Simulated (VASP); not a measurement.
# AlNi (Pm-3m) in VASP: notebook

Runs on AlNi. Level: LDA. Tasks: single point, relaxation of cell and atoms.

Program: VASP 6.6.1. These are calculated values, not measurements. Logs are shortened: lines on timing, memory, paths and dates and some standing lists are left out, and cuts for length are marked.

**1. The cell of the first run**

Symmetry: Pm-3m, No. 221, cubic system. The conventional cell has a = 2.832 Å, b = 2.832 Å, c = 2.832 Å, α = 90.00°, β = 90.00°, γ = 90.00°. Al (site symmetry m-3m) has 8 Ni at 2.45 Å and 6 Al at 2.83 Å within 3.2 Å. Ni (site symmetry m-3m) has 8 Al at 2.45 Å and 6 Ni at 2.83 Å within 3.2 Å.

**2. Single point, LDA**

File INCAR:

```
SYSTEM = AlNi
PREC     = Accurate       ! precision mode
ENCUT    = 520            ! plane-wave cutoff, eV
EDIFF    = 1E-6           ! SCF threshold, eV
ISMEAR   = 1              ! smearing method
SIGMA    = 0.1            ! smearing width, eV
LREAL    = .FALSE.        ! projectors in reciprocal space
LASPH    = .TRUE.         ! aspherical terms in the spheres
NELM     = 100            ! most SCF steps
ALGO     = Normal         ! electronic algorithm
ISIF     = 2              ! what is computed and relaxed
LWAVE    = .FALSE.        ! write WAVECAR
LCHARG   = .FALSE.        ! write CHGCAR
NBANDS   = 14             ! bands
```

File KPOINTS:

```
regular mesh
0
G
  16 16 16
  0 0 0
```

File POSCAR:

```
AlNi
1.0
    2.8324860034      0.0000000000      0.0000000000
    0.0000000000      2.8324860034      0.0000000000
    0.0000000000      0.0000000000      2.8324860034
Al Ni
1 1
Direct
    0.0000000000      0.0000000000      0.0000000000
    0.5000000000      0.5000000000      0.5000000000
```

Potentials or basis: VASP PAW LDA potentials, release 64 (Al, Ni).

Command:

```bash
cat potpaw_LDA.64/Al/POTCAR potpaw_LDA.64/Ni/POTCAR > POTCAR
mpirun -np 1 vasp_std > vasp.out
```

OUTCAR:

```text
SYSTEM = AlNi
   PREC = Accurate
   ENCUT = 520
   EDIFF = 1E-6
   ISMEAR = 1
   LREAL = .FALSE.
   LASPH = .TRUE.
   NELM = 100
   ISIF = 2

 ion  position               nearest neighbor table
   1  0.000  0.000  0.000-   2 2.45   2 2.45   2 2.45   2 2.45   2 2.45   2 2.45   2 2.45   2 2.45

   2  0.500  0.500  0.500-   1 2.45   1 2.45   1 2.45   1 2.45   1 2.45   1 2.45   1 2.45   1 2.45

  LATTYP: Found a simple cubic cell.
 ALAT       =     2.8324860034

  Lattice vectors:

 A1 = (   2.8324860034,   0.0000000000,   0.0000000000)
 A2 = (   0.0000000000,   2.8324860034,   0.0000000000)
 A3 = (   0.0000000000,   0.0000000000,   2.8324860034)

Analysis of symmetry for initial positions (statically):
=====================================================================
 Subroutine PRICEL returns:
 Original cell was already a primitive cell.

 Routine SETGRP: Setting up the symmetry group for a
 simple cubic supercell.

 Subroutine GETGRP returns: Found 48 space group operations
 (whereof 48 operations were pure point group operations)
 out of a pool of 48 trial point group operations.

The static configuration has the point symmetry O_h .

Analysis of symmetry for dynamics (positions and initial velocities):
=====================================================================
 Subroutine PRICEL returns:
 Original cell was already a primitive cell.

 Routine SETGRP: Setting up the symmetry group for a
 simple cubic supercell.

 Subroutine GETGRP returns: Found 48 space group operations
 (whereof 48 operations were pure point group operations)
 out of a pool of 48 trial point group operations.

The dynamic configuration has the point symmetry O_h .

 Subroutine INISYM returns: Found 48 space group operations
 (whereof 48 operations are pure point group operations),
 and found     1 'primitive' translations

----------------------------------------------------------------------------------------

                                     Primitive cell

  volume of cell :      22.7250

  direct lattice vectors                    reciprocal lattice vectors
     2.832486003  0.000000000  0.000000000     0.353046758  0.000000000  0.000000000
     0.000000000  2.832486003  0.000000000     0.000000000  0.353046758  0.000000000
     0.000000000  0.000000000  2.832486003     0.000000000  0.000000000  0.353046758

  length of vectors
     2.832486003  2.832486003  2.832486003     0.353046758  0.353046758  0.353046758

  position of ions in fractional coordinates (direct lattice)
     0.000000000  0.000000000  0.000000000
     0.500000000  0.500000000  0.500000000

  ion indices of the primitive-cell ions
   primitive index   ion index
                 1           1
                 2           2

----------------------------------------------------------------------------------------

 KPOINTS: regular mesh

Automatic generation of k-mesh.
 Grid dimensions read from file:
 generate k-points for:   16   16   16

 Generating k-lattice:

  Cartesian coordinates                     Fractional coordinates (reciprocal lattice)
     0.022065422  0.000000000  0.000000000     0.062500000  0.000000000  0.000000000
     0.000000000  0.022065422  0.000000000     0.000000000  0.062500000  0.000000000
     0.000000000  0.000000000  0.022065422     0.000000000  0.000000000  0.062500000

  Length of vectors
     0.022065422  0.022065422  0.022065422

  Shift w.r.t. Gamma in fractional coordinates (k-lattice)
     0.000000000  0.000000000  0.000000000

 Subroutine IBZKPT returns following result:
 ===========================================

 Found    165 irreducible k-points:

 Following reciprocal coordinates:
            Coordinates               Weight
  0.000000  0.000000  0.000000      1.000000
  0.062500  0.000000  0.000000      6.000000
  0.125000  0.000000  0.000000      6.000000
  0.187500  0.000000  0.000000      6.000000
  0.250000  0.000000  0.000000      6.000000
  0.312500  0.000000  0.000000      6.000000
[... 16 lines left out ...]
  0.437500  0.125000  0.000000     24.000000
  0.500000  0.125000  0.000000     12.000000
 [... further k-points ...]
   k-points           NKPTS =    165   k-points in BZ     NKDIM =    165   number of bands    NBANDS=     14
   number of dos      NEDOS =    301   number of ions     NIONS =      2
   total plane-waves  NPLWV =  13824
   dimension x,y,z NGX =    24 NGY =   24 NGZ =   24
   dimension x,y,z NGXF=    48 NGYF=   48 NGZF=   48
   ions per type =               1   1
   NGX,Y,Z   is equivalent  to a cutoff of  14.09, 14.09, 14.09 a.u.
   NGXF,Y,Z  is equivalent  to a cutoff of  28.17, 28.17, 28.17 a.u.
 SYSTEM =  AlNi
   PREC   = accura    normal or accurate (medium, high low for compatibility)
   ISTART =      0    job   : 0-new  1-cont  2-samecut
   ICHARG =      2    charge: 1-file 2-atom 10-const
   ISPIN  =      1    spin polarized calculation?
   LNONCOLLINEAR =      F non collinear calculations
   LSORBIT =      F    spin-orbit coupling
   LASPH  =      T    aspherical Exc in radial PAW
   ENCUT  =  520.0 eV  38.22 Ry    6.18 a.u.   5.27  5.27  5.27*2*pi/ulx,y,z
   NELM   =    100;   NELMIN=  2; NELMDL= -5     # of ELM steps
   EDIFF  = 0.1E-05   stopping-criterion for ELM
   LREAL  =      F    real-space projection
   EDIFFG = 0.1E-04   stopping-criterion for IOM
   NSW    =      0    number of steps for IOM
   IBRION =     -1    ionic relax: 0-MD 1-quasi-New 2-CG
   NFREE  =      0    steps in history (QN), initial steepest desc. (CG)
   ISIF   =      2    stress and relaxation
   ISYM   =      2    0-nonsym 1-usesym 2-fastsym
   POTIM  = 0.5000    time-step for ionic-motion
   TEBEG  =    0.0;   TEEND  =   0.0 temperature during run
   PSTRESS=    0.0 pullay stress
   NELECT =      13.0000    total number of electrons
   NUPDOWN=      -1.0000    fix difference up-down
   EMIN   =  10.00;   EMAX   =-10.00  energy-range for DOS
   EFERMI =   0.00;   METHOD = LEGACY
   ISMEAR =     1;   SIGMA  =   0.10  broadening in eV -4-tet -1-fermi 0-gaus
   EFERMI_NEDOS =   21; number of points for ismear=-14 and -15
   IALGO  =     38    algorithm
   IMIX   =      4    mixing-type and parameters
     AMIX     =   0.40;   BMIX     =  1.00
     AMIX_MAG =   1.60;   BMIX_MAG =  1.00
  volume/ion in A,a.u.               =      11.36        76.68
  Fermi-wavevector in a.u.,A,eV,Ry     =   1.359006  2.568150 25.128579  1.846898
  Thomas-Fermi vector in A             =   2.485791
   LORBIT       =      0    0 simple, 1 ext, 2 COOP (PROOUT), +10 PAW based schemes
   GGA     = CA    functional components
   LHFCALC =     F    Hartree Fock is set to
   AEXX    =    0.0000 exact exchange contribution
   IVDW    =     0    specifies the selected vdW correction
   LEPSILON=     F    determine dielectric tensor
   LRPA    =     F    only Hartree local field effects (RPA)
 non-spin polarized calculation
 Methfessel and Paxton  Order N= 1 SIGMA  =   0.10
  energy-cutoff  :      520.00
  volume of cell :       22.72
 maximum number of plane-waves:       627
 NGX is ok and might be reduce to    24
   NGX = 11   NGY = 11   NGZ = 11

 number of electron      12.9999994 magnetization

 Free energy of the ion-electron system (eV)
  ---------------------------------------------------
  ext. energy  EPLUGINS =         0.00000000
  ---------------------------------------------------
  free energy    TOTEN  =       -12.19708183 eV

  energy without entropy =      -12.19664249  energy(sigma->0) =      -12.19693538

 E-fermi :  10.4452     XC(G=0): -12.5503

 val. band max:       10.4432683877   @ k =   0.4375   0.4375   0.2500
 cond. band min:      10.4490496095   @ k =   0.5000   0.4375   0.3125
 fundamental gap:      0.0057812218
 Fermi energy:        10.4451869423

 k-point     1 :       0.0000    0.0000    0.0000
  band No.  band energies     occupation
      1      -1.0202      2.00000
      2       6.9440      2.00000
      3       6.9440      2.00000
      4       8.7699      2.00000
      5       8.7699      2.00000
      6       8.7699      2.00000
      7      16.1266      0.00000
      8      16.1266      0.00000
      9      16.1266      0.00000
     10      18.8271      0.00000
     11      18.8271      0.00000
     12      24.9339      0.00000
     13      31.8391      0.00000
     14      31.8391      0.00000

 k-point     2 :       0.0625    0.0000    0.0000
  band No.  band energies     occupation
      1      -0.9457      2.00000
      2       6.9407      2.00000
      3       6.9621      2.00000
      4       8.7361      2.00000
      5       8.7361      2.00000
      6       8.7735      2.00000
      7      15.3227      0.00000
      8      16.2252      0.00000
      9      16.2252      0.00000
     10      18.8282      0.00000
     11      19.5633      0.00000
     12      25.1831      0.00000
     13      30.9839      0.00000
     14      30.9839      0.00000

 k-point     3 :       0.1250    0.0000    0.0000
  band No.  band energies     occupation
      1      -0.7229      2.00000
      2       6.9169      2.00000
      3       7.0141      2.00000
      4       8.6429      2.00000
      5       8.6429      2.00000
      6       8.7840      2.00000
      7      13.9123      0.00000
      8      16.5135      0.00000
      9      16.5135      0.00000
     10      18.8314      0.00000
     11      20.7394      0.00000
     12      25.9695      0.00000
     13      29.4780      0.00000
     14      29.4780      0.00000
[... 324 lines left out ...]
 k-point    23 :       0.4375    0.1250    0.0000
  band No.  band energies     occupation
      1       2.6840      2.00000
      2       4.5836      2.00000
      3       7.4844      2.00000
      4       7.9728      2.00000
      5       8.0661      2.00000
      6       8.7540      2.00000
      7       9.8186      2.00000
      8      17.1435      0.00000
      9      19.0103      0.00000
     10      20.4098      0.00000
     11      22.1213      0.00000
     12      22.7101      0.00000
     13      26.1640      0.00000
     14      27.1031      0.00000

 k-point    24 :       0.5000    0.1250    0.0000
  band No.  band energies     occupation
      1       3.5423      2.00000
      2       3.6976      2.00000
      3       7.5154      2.00000
      4       7.9494      2.00000
      5       8.0417      2.00000
      6       8.7581      2.00000
      7       9.7419      2.00000
      8      17.6014      0.00000
      9      18.5657      0.00000
     10      21.1346      0.00000
     11      21.8917      0.00000
     12      22.0508      0.00000
     13      26.3954      0.00000
     14      26.9612      0.00000

 [... further k-points ...]
[... 5 lines left out ...]
  --------------------------------------------------------------------------------------
  -------------------------------------------------------------------------------------
  Total        0.0514363      0.0514363      0.0514363      0.0000000     -0.0000000      0.0000000
  in kB        3.6264141      3.6264141      3.6264141      0.0000000     -0.0000000      0.0000000
  external PRESSURE =       3.6264141 kB  Pullay stress =       0.0000000 kB

 VOLUME and BASIS-vectors are now :
 -----------------------------------------------------------------------------
  energy-cutoff  :      520.00
  volume of cell :       22.72
      direct lattice vectors                 reciprocal lattice vectors
     2.832486003  0.000000000  0.000000000     0.353046758  0.000000000  0.000000000
     0.000000000  2.832486003  0.000000000     0.000000000  0.353046758  0.000000000
     0.000000000  0.000000000  2.832486003     0.000000000  0.000000000  0.353046758

 POSITION                                       TOTAL-FORCE (eV/Angst)
 -----------------------------------------------------------------------------------
      0.00000      0.00000      0.00000         0.000000      0.000000      0.000000
      1.41624      1.41624      1.41624         0.000000      0.000000      0.000000
 -----------------------------------------------------------------------------------
    total drift:                                0.000000      0.000000     -0.000000

  FREE ENERGIE OF THE ION-ELECTRON SYSTEM (eV)
  ---------------------------------------------------
  free  energy   TOTEN  =       -12.1970818254 eV

  energy  without entropy=      -12.1966424877  energy(sigma->0) =      -12.19693538
```

Wall time 79 s (1 thread of AMD EPYC 7R43 (Zen 3), shared host); peak memory 0.13 GiB.

What came out:

```yaml
Free_energy: -12.1971 eV
Pressure: 0.4 GPa
```

Levels at points of the mesh, in eV from the Fermi level:
| k point | band 5 | band 6 | band 7 | band 8 | band 9 | band 10 |
| --- | --- | --- | --- | --- | --- | --- |
| (0.00, 0.00, 0.00) | -1.68 | -1.68 | 5.68 | 5.68 | 5.68 | 8.38 |
| (0.50, 0.00, 0.00) | -2.43 | -1.58 | -0.70 | 8.42 | 10.23 | 10.23 |
| (0.50, 0.50, 0.00) | -2.25 | -2.25 | -1.11 | 1.55 | 2.72 | 12.70 |
| (0.50, 0.50, 0.50) | -1.07 | 1.98 | 1.98 | 1.98 | 4.05 | 4.71 |

Spin polarisation is off, so any magnetic state and its effect on volume and gap are missing.

(Part 1 of 2 ends here.)
